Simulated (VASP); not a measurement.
# MnS (F-43m) in VASP: notebook, part 3 of 3

VASP 6.6.1.

### Step 6. Relaxation of cell and atoms, LDA, target pressure 25 GPa, at which the enthalpy is minimised

This run uses another cell than the first one, of 13.80 Å³/atom, 0.976 times its volume.

Input file INCAR:

```
SYSTEM = MnS
PREC     = Accurate       ! precision mode
ENCUT    = 600            ! plane-wave cutoff, eV
EDIFF    = 1E-7           ! SCF threshold, eV
ISMEAR   = 0              ! smearing method
SIGMA    = 0.2            ! smearing width, eV
LREAL    = .FALSE.        ! projectors in reciprocal space
LASPH    = .TRUE.         ! aspherical terms in the spheres
NELM     = 80             ! most SCF steps
ALGO     = Normal         ! electronic algorithm
ISIF     = 3              ! what is computed and relaxed
LWAVE    = .FALSE.        ! write WAVECAR
LCHARG   = .FALSE.        ! write CHGCAR
GGA      = CA             ! functional
IBRION   = 2              ! ionic algorithm
NSW      = 80             ! ionic steps
EDIFFG   = -0.001         ! ionic threshold
PSTRESS  = 250.0
```

Input file KPOINTS:

```
regular mesh
0
G
  16 16 16
  0 0 0
```

Input file POSCAR:

```
MnS
1.0
    0.0000000000      2.3987929860      2.3987929860
    2.3987929860      0.0000000000      2.3987929860
    2.3987929860      2.3987929860      0.0000000000
Mn S
1 1
Direct
    0.0000000000      0.0000000000      0.0000000000
    0.7500000000      0.7500000000      0.7500000000
```

Potentials or basis: VASP PAW LDA potentials, release 64 (Mn_pv, S).

The run is started by

```
$ cat potpaw_LDA.64/Mn_pv/POTCAR potpaw_LDA.64/S/POTCAR > POTCAR
$ mpirun -np 1 vasp_std > vasp.out
```

OUTCAR:

```text
SYSTEM = MnS
   PREC = Accurate
   ENCUT = 600
   EDIFF = 1E-7
   ISMEAR = 0
   LREAL = .FALSE.
   LASPH = .TRUE.
   NELM = 80
   ISIF = 3
   GGA = CA
   IBRION = 2
   NSW = 80
   EDIFFG = -0.001
   PSTRESS = 250.0

 ion  position               nearest neighbor table
   1  0.000  0.000  0.000-   2 2.08   2 2.08   2 2.08   2 2.08
   2  0.750  0.750  0.750-   1 2.08   1 2.08   1 2.08   1 2.08

  LATTYP: Found a face centered cubic cell.
 ALAT       =     4.7975859720

  Lattice vectors:

 A1 = (   0.0000000000,   2.3987929860,   2.3987929860)
 A2 = (   2.3987929860,   0.0000000000,   2.3987929860)
 A3 = (   2.3987929860,   2.3987929860,   0.0000000000)

Analysis of symmetry for initial positions (statically):
=====================================================================
 Subroutine PRICEL returns:
 Original cell was already a primitive cell.

 Routine SETGRP: Setting up the symmetry group for a
 face centered cubic supercell.

 Subroutine GETGRP returns: Found 24 space group operations
 (whereof 24 operations were pure point group operations)
 out of a pool of 48 trial point group operations.

The static configuration has the point symmetry T_d .

Analysis of symmetry for dynamics (positions and initial velocities):
=====================================================================
 Subroutine PRICEL returns:
 Original cell was already a primitive cell.

 Routine SETGRP: Setting up the symmetry group for a
 face centered cubic supercell.

 Subroutine GETGRP returns: Found 24 space group operations
 (whereof 24 operations were pure point group operations)
 out of a pool of 48 trial point group operations.

The dynamic configuration has the point symmetry T_d .

 Subroutine INISYM returns: Found 24 space group operations
 (whereof 24 operations are pure point group operations),
 and found     1 'primitive' translations

----------------------------------------------------------------------------------------

[... 136 lines left out ...]
  ---------------------------------------------------
  ext. energy  EPLUGINS =         0.00000000
  ---------------------------------------------------
  free energy    TOTEN  =       -15.58187299 eV

  energy without entropy =      -15.53830582  energy(sigma->0) =      -15.56008941

------------------------ aborting loop because EDIFF is reached ----------------------------------------

  FORCE on cell =-STRESS in cart. coord.  units (eV):
  Direction    XX          YY          ZZ          XY          YZ          ZX
  --------------------------------------------------------------------------------------
  -------------------------------------------------------------------------------------
  Total        1.4239405      1.4239405      1.4239405      0.0000000      0.0000000     -0.0000000
  in kB       82.6407235     82.6407235     82.6407235      0.0000000      0.0000000     -0.0000000
  external PRESSURE =    -167.3592765 kB  Pullay stress =     250.0000000 kB
[... 25 lines left out ...]
--------------------------------------- Ionic step        2  -------------------------------------------

 number of electron      18.9999995 magnetization

 E-fermi :  11.3188     XC(G=0): -13.1508

 val. band max:       11.3169478500   @ k =  -0.3125   0.3125   0.0625
 cond. band min:      11.3247152230   @ k =  -0.2500   0.3750   0.1250
 fundamental gap:      0.0077673730
 Fermi energy:        11.3187963557

 k-point     1 :       0.0000    0.0000    0.0000
  band No.  band energies     occupation
      1     -36.0173      2.00000
      2     -36.0173      2.00000
      3     -36.0173      2.00000
      4      -5.6636      2.00000
      5       5.3895      2.00000
      6       5.3895      2.00000
      7       5.3895      2.00000
      8       9.9957      2.00000
      9       9.9957      2.00000
     10      16.9482      0.00000
     11      16.9482      0.00000
     12      16.9482      0.00000
     13      17.1295      0.00000
[... 439 lines left out ...]
  energy  without entropy=      -15.3608781930  energy(sigma->0) =      -15.38091790

  enthalpy is  TOTEN    =       -11.3811737697 eV   P V=        4.0197838424

[... ionic steps 4 to 11 ...]

--------------------------------------- Ionic step       12  -------------------------------------------

 number of electron      18.9999993 magnetization

------------------------ aborting loop because EDIFF is reached ----------------------------------------
[... 71 lines left out ...]
--------------------------------------- Ionic step       14  -------------------------------------------

 number of electron      18.9999993 magnetization

 Free energy of the ion-electron system (eV)
  ---------------------------------------------------
  ext. energy  EPLUGINS =         0.00000000
  ---------------------------------------------------
  free energy    TOTEN  =       -15.38707492 eV

  energy without entropy =      -15.34716886  energy(sigma->0) =      -15.36712189

 E-fermi :   9.2602     XC(G=0): -12.3886

 val. band max:        9.2535955411   @ k =  -0.2500   0.3750   0.1250
 cond. band min:       9.2620792820   @ k =   0.4375   0.3125   0.0000
 fundamental gap:      0.0084837409
 Fermi energy:         9.2602362565

 k-point     1 :       0.0000    0.0000    0.0000
  band No.  band energies     occupation
      1     -38.0337      2.00000
      2     -38.0337      2.00000
      3     -38.0337      2.00000
      4      -6.8351      2.00000
      5       3.9604      2.00000
      6       3.9604      2.00000
      7       3.9604      2.00000
      8       8.2621      2.00000
      9       8.2621      2.00000
     10      13.9591      0.00000
     11      13.9591      0.00000
     12      13.9591      0.00000
     13      14.0523      0.00000
[... 401 lines left out ...]
  energy  without entropy=      -15.3471688613  energy(sigma->0) =      -15.36712189

  enthalpy is  TOTEN    =       -11.3814377812 eV   P V=        4.0056371344

 reached required accuracy - stopping structural energy minimisation
```

Run time: 5.4 min. Hardware: 1 thread of Intel Xeon Platinum 8488C (Sapphire Rapids), shared host; peak memory 0.2 GiB.

What came out:

```yaml
Free_energy: -15.3871 eV
Relaxed_volume: 12.84 Å³/atom
Relaxed_cell: a = 3.311 Å, b = 3.311 Å, c = 3.311 Å, α = 60.00°, β = 60.00°, γ = 60.00°
Space_group_after_relaxing_to_0.05_Å: F-43m (No. 216)
Energy_change_on_relaxing_the_enthalpy_is_what_falls: +97.4 meV/atom
Ionic_steps: 14
Pressure_after_relaxing: 25.0 GPa
```

The path:
```tsv
step	energy change (eV)	largest force (eV/Å)	pressure (GPa)	volume (Å³)
1	0.0000	0.0000	8.26	27.61
2	1.2087	0.0000	75.08	22.24
3	0.1809	0.0000	24.08	25.76
4	0.1927	0.0000	24.89	25.68
5	0.1985	0.0000	25.10	25.65
6	0.1946	0.0000	25.10	25.67
7	0.1830	0.0000	24.57	25.75
8	0.1923	0.0000	24.59	25.69
9	0.1941	0.0000	24.93	25.68
10	0.1943	0.0000	24.96	25.67
11	0.1944	0.0000	24.97	25.67
12	0.1957	0.0000	25.03	25.67
13	0.1951	0.0000	25.02	25.67
14	0.1948	0.0000	25.01	25.67
```

Final structure:
```xyz
2
Lattice="0.0000 2.3414 2.3414 2.3414 0.0000 2.3414 2.3414 2.3414 0.0000" Properties=species:S:1:pos:R:3 pbc="T T T"
Mn    0.0000    0.0000    0.0000
S     3.5121    3.5121    3.5121
```

Caveat: the cell is relaxed towards a set pressure, so the enthalpy falls and the energy may rise; the run has no spin polarisation, though such a crystal can be magnetic; semilocal functionals often make such compounds metallic where correlation or magnetic order opens a gap, which also shifts bond lengths.

### Step 7. The runs side by side

| task | spin | cell | k mesh | cutoff (eV) | gap on the mesh (eV) | pressure (GPa) |
| --- | --- | --- | --- | --- | --- | --- |
| single point | off | a = 3.420 Å, angles 60.0°, 2 atoms | 14 × 14 × 14 | 520 | none | 3.7 |
| single point | off | a = 3.466 Å, angles 60.0°, 2 atoms | 14 × 14 × 14 | 520 | none | -2.8 |
| single point | off | a = 3.310 Å, angles 60.0°, 2 atoms | 16 × 16 × 16 | 520 | none | 25.3 |
| single point | collinear, ferromagnetic start | a = 3.443 Å, angles 60.0°, 2 atoms | 14 × 14 × 14 | 520 | none | 0.4 |
| relaxation of cell and atoms | off | relaxed to 25 GPa from a = 3.392 Å, angles 60.0°, 2 atoms | 16 × 16 × 16 | 600 | none | 25.0 |

Alike in all rows: level LDA; potentials or basis VASP PAW LDA potentials, release 64 (Mn_pv, S); smearing gaussian 0.2 eV.

Caveats: semilocal functionals often make such compounds metallic where correlation or magnetic order opens a gap, which also shifts bond lengths; the cell is relaxed towards a set pressure, so the enthalpy falls and the energy may rise (some runs).

Absolute energies hang on the potentials; compare differences alone.
